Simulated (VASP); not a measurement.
Here is a VASP 6.6.1 calculation.

Contents of INCAR:

```
SYSTEM = SiO2
PREC     = Accurate       ! precision mode
ENCUT    = 520            ! plane-wave cutoff, eV
EDIFF    = 1E-6           ! SCF threshold, eV
ISMEAR   = 0              ! smearing method
SIGMA    = 0.02           ! smearing width, eV
LREAL    = .False.        ! projectors in reciprocal space
LASPH    = .True.         ! aspherical terms in the spheres
NELM     = 60             ! most SCF steps
ALGO     = Normal         ! electronic algorithm
ISIF     = 2              ! what is computed and relaxed
LWAVE    = .False.        ! write WAVECAR
LCHARG   = .True.         ! write CHGCAR
GGA      = CA             ! functional
LELF     = .True.         ! ELF
LVHAR    = .True.       
NBANDS   = 44             ! bands
```

File KPOINTS:

```
Automatic mesh
0
Gamma
  6 6 4
  0 0 0
```

POSCAR

```
SiO2
1.0
    5.0150044867      0.0000000000      0.0000000000
   -2.5075022433      4.3431212856      0.0000000000
    0.0000000000      0.0000000000      8.5394405355
Si O
4 8
Direct
    0.6666666667      0.3333333333      0.9370471006
    0.6666666667      0.3333333333      0.5629528994
    0.3333333333      0.6666666667      0.0629528994
    0.3333333333      0.6666666667      0.4370471006
    0.0000000000      0.4120634518      0.0000000000
    0.4120634518      0.4120634518      0.5000000000
    0.5879365482      0.0000000000      0.5000000000
    0.5879365482      0.5879365482      0.0000000000
    0.0000000000      0.5879365482      0.5000000000
    0.6666666667      0.3333333333      0.7500000000
    0.3333333333      0.6666666667      0.2500000000
    0.4120634518      0.0000000000      0.0000000000
```

Potentials or basis: VASP PAW LDA potentials, release 64 (Si, O).

Run with:

```bash
$ cat potpaw_LDA.64/Si/POTCAR potpaw_LDA.64/O/POTCAR > POTCAR
$ mpirun -np 1 vasp_std > vasp.out
```

Problem. Predict the largest force.

Solution. 0.024 eV/Å.

Problem. What does it give for the band gap on the k mesh?

Solution. 5.42 eV (least direct gap 5.48 eV).

Problem. Predict the pressure.

Solution. 0.5 GPa.

Forces on the atoms (eV/Å):
```
Si   0.000  0.000 -0.016
Si   0.000  0.000  0.016
Si   0.000  0.000  0.016
Si   0.000  0.000 -0.016
O    0.012 -0.021  0.000
O   -0.012 -0.021  0.000
O    0.024  0.000  0.000
O    0.012  0.021  0.000
O   -0.012  0.021  0.000
O    0.000  0.000  0.000
O    0.000  0.000  0.000
O   -0.024  0.000  0.000
```

A k mesh can miss the band edges.
